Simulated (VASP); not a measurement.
Wanted: the native input for a VASP 6.6.1 run.

- Task: single point
- Functional: PBE
- Potentials or basis: VASP PAW PBE potentials, release 64 (K_sv, Mg, F)
- Cutoff: 520 eV
- k mesh: 6 × 6 × 6
- Occupations: fermi-dirac, width 0.05 eV
- Spin: no spin polarisation
- Dipole correction: no
- Further INCAR settings: ALGO = Normal; EDIFF = 1e-07; NBANDS = 24

The structure of KMgF3 lies in POSCAR:

```
KMgF3
1.0
    3.9859000000      0.0398590000      0.0000000000
    0.0398590000      3.9859000000      0.0000000000
    0.0000000000      0.0000000000      3.9859000000
K Mg F
1 1 3
Direct
    0.5000000000      0.5000000000      0.5000000000
    0.0000000000      0.0000000000      0.0000000000
    0.0000000000      0.0000000000      0.5000000000
    0.0000000000      0.5000000000      0.0000000000
    0.5000000000      0.0000000000      0.0000000000
```

The input as run:

INCAR

```
SYSTEM = KMgF3
PREC = Accurate
ENCUT = 520
EDIFF = 1E-7
ISMEAR = -1
SIGMA = 0.05
LREAL = .False.
LASPH = .True.
NELM = 100
ALGO = Normal
ISIF = 2
LWAVE = .False.
LCHARG = .False.
GGA = PE
NBANDS = 24
```

KPOINTS

```
Automatic mesh
0
Gamma
  6 6 6
  0 0 0
```

Potentials or basis: VASP PAW PBE potentials, release 64 (K_sv, Mg, F).

Launch:

```bash
$ cat potpaw_PBE.64/K_sv/POTCAR potpaw_PBE.64/Mg/POTCAR potpaw_PBE.64/F/POTCAR > POTCAR
$ mpirun -np 1 vasp_std > vasp.out
```

It gave:

| Property | Result |
| --- | --- |
| Pressure | 3.4 GPa |
| Band gap on the k mesh | 7.30 eV, indirect (least direct gap 7.59 eV) |

Run time: 93 s on 1 thread of Intel(R) Xeon(R) Platinum 8375C CPU @ 2.90GHz (Ice Lake), on a shared host, peak memory 0.21 GiB.
